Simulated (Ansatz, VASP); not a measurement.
# Two plane-wave programs on Ge

The input INCAR:

```
SYSTEM = Ge
PREC = Accurate ; ENCUT = 520
EDIFF = 1E-7 ; ISMEAR = -1
SIGMA = 0.02 ; LREAL = .FALSE.
LASPH = .TRUE. ; NELM = 100
ALGO = Normal ; ISIF = 2
LWAVE = .FALSE. ; LCHARG = .FALSE.
LDIPOL = .TRUE. ; IDIPOL = 3
DIPOL = 0.5 0.5 0.500 ; GGA = PS
NBANDS = 51
```

KPOINTS

```
Automatic mesh
0
G
  8 8 1
  0 0 0
```

The input POSCAR:

```
Ge
1.0
    4.0132604625      0.0000000000      0.0000000000
    0.0000000000      4.0132604625      0.0000000000
    0.0000000000      0.0000000000     23.0945000000
Ge
6
Direct
    0.7500000000      0.0000000000      0.3464026236
    0.2500000000      0.0000000000      0.4078415742
    0.2500000000      0.5000000000      0.4692805247
    0.7500000000      0.5000000000      0.5307194753
    0.7500000000      0.0000000000      0.5921584258
    0.2500000000      0.0000000000      0.6535973764
```

Input for Ansatz:

```yaml
crystal:
  lattice:
    - [4.0132604625, 0.0, 0.0]
    - [0.0, 4.0132604625, 0.0]
    - [0.0, 0.0, 23.0945]
  atoms:
    - { symbol: Ge, position: [0.75, 0.0, 0.3464026236] }
    - { symbol: Ge, position: [0.25, 0.0, 0.4078415742] }
    - { symbol: Ge, position: [0.25, 0.5, 0.4692805247] }
    - { symbol: Ge, position: [0.75, 0.5, 0.5307194753] }
    - { symbol: Ge, position: [0.75, 0.0, 0.5921584258] }
    - { symbol: Ge, position: [0.25, 0.0, 0.6535973764] }
kpoints:
  mp_grid: { grid: [8, 8, 1] }
scf:
  occupations: { method: fermi_dirac, width: 0.02 }
hamiltonian:
  xc: pbesol
  pseudopotentials: { kind: paw }
output:
  forces: true
  stress: true
  eigenvalues: true
  populations: true
efield:
  axis: 3
  amplitude: 0
  dipole_correction: true
```

Alike in both runs: task single point; functional PBEsol; k mesh 8 × 8 × 1; occupations fermi-dirac, width 0.02 eV; no spin polarisation.

```csv
,VASP,Ansatz
version,VASP 6.6.1,Ansatz 0.2.0
potentials or method,"VASP PAW PBE potentials, release 64 (Ge_d)","PAW with Ansatz's default frozen-core files, scalar-relativistic"
plane-wave cutoff (eV),520,420
valence electrons in the cell,84,84
```

VASP gave:

| Property | Result |
| --- | --- |
| rms of the force components (eV/Å) | 0.025 |

Question: What did Ansatz give for the same quantities?

Answer: rms of the force components (eV/Å): 0.024.

VASP's potentials were made for PBE, not for PBEsol. Atom by atom the forces differ by 0.002 eV/Å (rms over components).
